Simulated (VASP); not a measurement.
# Zn (P6/mmm) in VASP: relaxation of cell and atoms with LDA

Aim: the relaxation of cell and atoms of Zn with LDA.

Program: VASP 6.6.1. These are calculated values, not measurements. Logs are shortened: lines on timing, memory, paths and dates and some standing lists are left out, and cuts for length are marked.

### Step 1. The cell of the first run

It takes space group P6/mmm (No. 191, hexagonal). Conventional cell: a = 4.413 Å, b = 4.413 Å, c = 2.705 Å, α = 90.00°, β = 90.00°, γ = 120.00°. Within 3.6 Å of Zn (site symmetry 6/mmm) lie 14 Zn at 2.71 to 2.88 Å. Within 3.4 Å of Zn (site symmetry -6m2) lie 11 Zn at 2.55 to 2.88 Å.

This isn't the form of Zn at room conditions, which is hcp.

### Step 2. Relaxation of cell and atoms, LDA

The input, INCAR:

```
PREC = Accurate ; ENCUT = 600
EDIFF = 1E-6 ; ISMEAR = -1
SIGMA = 0.1 ; LREAL = F
LASPH = T ; NELM = 100
ALGO = Normal ; ISIF = 3
LWAVE = F ; LCHARG = F
IBRION = 2 ; NSW = 80
EDIFFG = -0.01
```

The input, KPOINTS:

```
Automatic mesh
0
Gamma
  8 8 12
```

The input, POSCAR:

```
Zn
1.0
    4.4132478742      0.0000000000      0.0000000000
   -2.2066239371      3.8219847722      0.0000000000
    0.0000000000      0.0000000000      2.7053209469
Zn
3
Direct
    0.0000000000      0.0000000000      0.0000000000
    0.3333333333      0.6666666667      0.5000000000
    0.6666666667      0.3333333333      0.5000000000
```

Potentials or basis: VASP PAW LDA potentials, release 64 (Zn).

Started as:

```sh
$ cat potpaw_LDA.64/Zn/POTCAR > POTCAR
$ mpirun -np 1 vasp_std > vasp.out
```

OUTCAR:

```text
PREC = Accurate
   ENCUT = 600
   EDIFF = 1E-6
   ISMEAR = -1
   LREAL = F
   LASPH = T
   NELM = 100
   ISIF = 3
   IBRION = 2
   NSW = 80
   EDIFFG = -0.01

 ion  position               nearest neighbor table
   1  0.000  0.000  0.000-   2 2.88   3 2.88   2 2.88   3 2.88   2 2.88   2 2.88   3 2.88   3 2.88
                             3 2.88   3 2.88   2 2.88   2 2.88
   2  0.333  0.667  0.500-   3 2.55   3 2.55   3 2.55   1 2.88   1 2.88   1 2.88   1 2.88   1 2.88
                             1 2.88
   3  0.667  0.333  0.500-   2 2.55   2 2.55   2 2.55   1 2.88   1 2.88   1 2.88   1 2.88   1 2.88
                             1 2.88

  LATTYP: Found a hexagonal cell.
 ALAT       =     4.4132478742
 C/A-ratio  =     0.6130000000

  Lattice vectors:

 A1 = (   4.4132478742,   0.0000000000,   0.0000000000)
 A2 = (  -2.2066239371,   3.8219847722,   0.0000000000)
 A3 = (   0.0000000000,   0.0000000000,   2.7053209469)

Analysis of symmetry for initial positions (statically):
=====================================================================
 Subroutine PRICEL returns:
 Original cell was already a primitive cell.

 Routine SETGRP: Setting up the symmetry group for a
 hexagonal supercell.

 Subroutine GETGRP returns: Found 24 space group operations
 (whereof 24 operations were pure point group operations)
 out of a pool of 24 trial point group operations.

The static configuration has the point symmetry D_6h.

Analysis of symmetry for dynamics (positions and initial velocities):
=====================================================================
 Subroutine PRICEL returns:
 Original cell was already a primitive cell.

 Routine SETGRP: Setting up the symmetry group for a
 hexagonal supercell.

 Subroutine GETGRP returns: Found 24 space group operations
 (whereof 24 operations were pure point group operations)
 out of a pool of 24 trial point group operations.

The dynamic configuration has the point symmetry D_6h.

 Subroutine INISYM returns: Found 24 space group operations
 (whereof 24 operations are pure point group operations),
 and found     1 'primitive' translations

----------------------------------------------------------------------------------------

                                     Primitive cell

  volume of cell :      45.6316

  direct lattice vectors                    reciprocal lattice vectors
     4.413247874  0.000000000  0.000000000     0.226590490  0.130822081  0.000000000
    -2.206623937  3.821984772  0.000000000     0.000000000  0.261644161  0.000000000
     0.000000000  0.000000000  2.705320947     0.000000000  0.000000000  0.369641909

  length of vectors
     4.413247874  4.413247874  2.705320947     0.261644161  0.261644161  0.369641909

  position of ions in fractional coordinates (direct lattice)
     0.000000000  0.000000000  0.000000000
     0.333333333  0.666666667  0.500000000
     0.666666667  0.333333333  0.500000000

  ion indices of the primitive-cell ions
   primitive index   ion index
                 1           1
                 2           2
                 3           3

----------------------------------------------------------------------------------------

 KPOINTS: Automatic mesh

Automatic generation of k-mesh.
 Grid dimensions read from file:
 generate k-points for:    8    8   12

 Generating k-lattice:

  Cartesian coordinates                     Fractional coordinates (reciprocal lattice)
     0.028323811  0.016352760  0.000000000     0.125000000  0.000000000  0.000000000
     0.000000000  0.032705520  0.000000000     0.000000000  0.125000000  0.000000000
     0.000000000  0.000000000  0.030803492     0.000000000  0.000000000  0.083333333

  Length of vectors
     0.032705520  0.032705520  0.030803492

  Shift w.r.t. Gamma in fractional coordinates (k-lattice)
     0.000000000  0.000000000  0.000000000

 Subroutine IBZKPT returns following result:
 ===========================================

 Found     70 irreducible k-points:

 Following reciprocal coordinates:
            Coordinates               Weight
  0.000000  0.000000  0.000000      1.000000
  0.125000  0.000000  0.000000      6.000000
  0.250000  0.000000  0.000000      6.000000
  0.375000  0.000000  0.000000      6.000000
  0.500000  0.000000  0.000000      3.000000
  0.125000  0.125000  0.000000      6.000000
[... 16 lines left out ...]
  0.250000  0.000000  0.166667     12.000000
  0.375000  0.000000  0.166667     12.000000
 [... further k-points ...]
   k-points           NKPTS =     70   k-points in BZ     NKDIM =     70   number of bands    NBANDS=     22
   number of dos      NEDOS =    301   number of ions     NIONS =      3
   total plane-waves  NPLWV =  31104
   dimension x,y,z NGX =    36 NGY =   36 NGZ =   24
   dimension x,y,z NGXF=    72 NGYF=   72 NGZF=   48
   ions per type =               3
   NGX,Y,Z   is equivalent  to a cutoff of  13.56, 13.56, 14.75 a.u.
   NGXF,Y,Z  is equivalent  to a cutoff of  27.12, 27.12, 29.50 a.u.
 SYSTEM =  unknown system
   PREC   = accura    normal or accurate (medium, high low for compatibility)
   ISTART =      0    job   : 0-new  1-cont  2-samecut
   ICHARG =      2    charge: 1-file 2-atom 10-const
   ISPIN  =      1    spin polarized calculation?
   LNONCOLLINEAR =      F non collinear calculations
   LSORBIT =      F    spin-orbit coupling
   LASPH  =      T    aspherical Exc in radial PAW
   ENCUT  =  600.0 eV  44.10 Ry    6.64 a.u.   8.81  8.81  5.40*2*pi/ulx,y,z
   NELM   =    100;   NELMIN=  2; NELMDL= -5     # of ELM steps
   EDIFF  = 0.1E-05   stopping-criterion for ELM
   LREAL  =      F    real-space projection
   EDIFFG = -.1E-01   stopping-criterion for IOM
   NSW    =     80    number of steps for IOM
   IBRION =      2    ionic relax: 0-MD 1-quasi-New 2-CG
   NFREE  =      1    steps in history (QN), initial steepest desc. (CG)
   ISIF   =      3    stress and relaxation
   ISYM   =      2    0-nonsym 1-usesym 2-fastsym
   POTIM  = 0.5000    time-step for ionic-motion
   TEBEG  =    0.0;   TEEND  =   0.0 temperature during run
   PSTRESS=    0.0 pullay stress
   NELECT =      36.0000    total number of electrons
   NUPDOWN=      -1.0000    fix difference up-down
   EMIN   =  10.00;   EMAX   =-10.00  energy-range for DOS
   EFERMI =   0.00;   METHOD = LEGACY
   ISMEAR =    -1;   SIGMA  =   0.10  broadening in eV -4-tet -1-fermi 0-gaus
   EFERMI_NEDOS =   21; number of points for ismear=-14 and -15
   IALGO  =     38    algorithm
   IMIX   =      4    mixing-type and parameters
     AMIX     =   0.40;   BMIX     =  1.00
     AMIX_MAG =   1.60;   BMIX_MAG =  1.00
  volume/ion in A,a.u.               =      15.21       102.65
  Fermi-wavevector in a.u.,A,eV,Ry     =   1.512703  2.858594 31.133805  2.288270
  Thomas-Fermi vector in A             =   2.622592
   LORBIT       =      0    0 simple, 1 ext, 2 COOP (PROOUT), +10 PAW based schemes
   GGA     = CA    functional components
   LHFCALC =     F    Hartree Fock is set to
   AEXX    =    0.0000 exact exchange contribution
   IVDW    =     0    specifies the selected vdW correction
   LEPSILON=     F    determine dielectric tensor
   LRPA    =     F    only Hartree local field effects (RPA)
 conjugate gradient relaxation of ions
 non-spin polarized calculation
  energy-cutoff  :      600.00
  volume of cell :       45.63
 maximum number of plane-waves:      1553
 NGX is ok and might be reduce to    36
   NGX = 17   NGY = 17   NGZ = 11

--------------------------------------- Ionic step        1  -------------------------------------------

 number of electron      35.9999973 magnetization

 Free energy of the ion-electron system (eV)
  ---------------------------------------------------
  ext. energy  EPLUGINS =         0.00000000
  ---------------------------------------------------
  free energy    TOTEN  =        -5.22425731 eV

  energy without entropy =       -5.19468070  energy(sigma->0) =       -5.20946900

------------------------ aborting loop because EDIFF is reached ----------------------------------------

  FORCE on cell =-STRESS in cart. coord.  units (eV):
  Direction    XX          YY          ZZ          XY          YZ          ZX
  --------------------------------------------------------------------------------------
  -------------------------------------------------------------------------------------
  Total       -1.8292628     -1.8292628     -1.8361368     -0.0000000     -0.0000000      0.0000000
  in kB      -64.2274413    -64.2274413    -64.4687943     -0.0000000     -0.0000000      0.0000000
  external PRESSURE =     -64.3078923 kB  Pullay stress =       0.0000000 kB
[... 281 lines left out ...]
  energy  without entropy=       -5.2792489332  energy(sigma->0) =       -5.29288664

--------------------------------------- Ionic step        9  -------------------------------------------

 number of electron      36.0000022 magnetization

 Free energy of the ion-electron system (eV)
  ---------------------------------------------------
  ext. energy  EPLUGINS =         0.00000000
  ---------------------------------------------------
  free energy    TOTEN  =        -5.30654346 eV

  energy without entropy =       -5.27930182  energy(sigma->0) =       -5.29292264

 E-fermi :   3.6856     XC(G=0): -12.3586

 val. band max:        3.6824699086   @ k =   0.3750   0.0000   0.5000
 cond. band min:       3.7230414463   @ k =   0.2500   0.2500   0.5000
 fundamental gap:      0.0405715377
 Fermi energy:         3.6856064554

 k-point     1 :       0.0000    0.0000    0.0000
  band No.  band energies     occupation
      1      -7.5729      2.00000
      2      -5.2358      2.00000
      3      -4.6583      2.00000
      4      -4.5923      2.00000
      5      -4.5923      2.00000
      6      -4.5737      2.00000
[... 574 lines left out ...]
      6      -4.5712      2.00000
[... 14 lines left out ...]
     21      10.6672      0.00000
     22      10.9179      0.00000

 [... further k-points ...]

------------------------ aborting loop because EDIFF is reached ----------------------------------------

  FORCE on cell =-STRESS in cart. coord.  units (eV):
  Direction    XX          YY          ZZ          XY          YZ          ZX
  --------------------------------------------------------------------------------------
  -------------------------------------------------------------------------------------
  Total       -0.0099898     -0.0099898     -0.0096856     -0.0000000      0.0000000     -0.0000000
  in kB       -0.3824173     -0.3824173     -0.3707737     -0.0000000      0.0000000     -0.0000000
  external PRESSURE =      -0.3785361 kB  Pullay stress =       0.0000000 kB
[... 18 lines left out ...]
  FREE ENERGIE OF THE ION-ELECTRON SYSTEM (eV)
  ---------------------------------------------------
  free  energy   TOTEN  =        -5.3065434598 eV

  energy  without entropy=       -5.2793018199  energy(sigma->0) =       -5.29292264

 reached required accuracy - stopping structural energy minimisation
```

It took 6.1 min on 1 thread of Intel Xeon 8259CL, shared host; peak memory 0.2 GiB.

What came out:

| Quantity | Value |
| --- | --- |
| Free energy | -5.3065 eV |
| Relaxed volume | 13.95 Å³/atom |
| Relaxed cell | a = 4.297 Å, b = 4.297 Å, c = 2.617 Å, α = 90.00°, β = 90.00°, γ = 120.00° |
| Space group after relaxing (to 0.1 Å) | P6/mmm (No. 191) |
| Energy gained by relaxing | 27.4 meV/atom |
| Ionic steps | 9 |
| Pressure after relaxing | 0.0 GPa |
| Band gap on the k mesh | zero (bands 18 and 19 overlap by 5.42 eV) |

Step by step:
| step | energy change (eV) | largest force (eV/Å) | pressure (GPa) | volume (Å³) |
| --- | --- | --- | --- | --- |
| 1 | 0.0000 | 0.0000 | -6.43 | 45.63 |
| 2 | -0.0820 | 0.0000 | 0.36 | 41.72 |
| 3 | -0.0821 | 0.0000 | -0.10 | 41.87 |
| 4 | -0.0821 | 0.0000 | 0.04 | 41.80 |
| 5 | -0.0822 | 0.0000 | 0.11 | 41.80 |
| 6 | -0.0823 | 0.0000 | 0.11 | 41.79 |
| 7 | -0.0823 | 0.0000 | 0.11 | 41.79 |
| 8 | -0.0823 | 0.0000 | -0.21 | 41.90 |
| 9 | -0.0823 | 0.0000 | -0.04 | 41.85 |

Final structure:
```xyz
3
Lattice="4.2973 0.0000 0.0000 -2.1487 3.7216 0.0000 0.0000 0.0000 2.6170" Properties=species:S:1:pos:R:3 pbc="T T T"
Zn    0.0000    0.0000    0.0000
Zn    0.0000    2.4811    1.3085
Zn    2.1487    1.2405    1.3085
```

Levels at points of the mesh, in eV from the Fermi level:
```csv
k point,band 14,band 15,band 16,band 17,band 18,band 19,band 20,band 21,band 22
"(0.00, 0.00, 0.00)",-7.79,-7.34,-7.34,0.63,0.63,0.67,0.67,1.12,1.30
"(0.50, 0.00, 0.00)",-7.45,-7.30,-7.25,-7.00,-3.14,-0.95,8.90,8.98,9.21
"(0.00, 0.00, 0.50)",-7.40,-7.17,-4.69,-4.59,4.37,4.37,4.38,5.18,5.77
"(0.50, 0.00, 0.50)",-7.35,-7.24,-3.05,-2.40,-1.50,-1.04,2.59,3.19,3.86
```
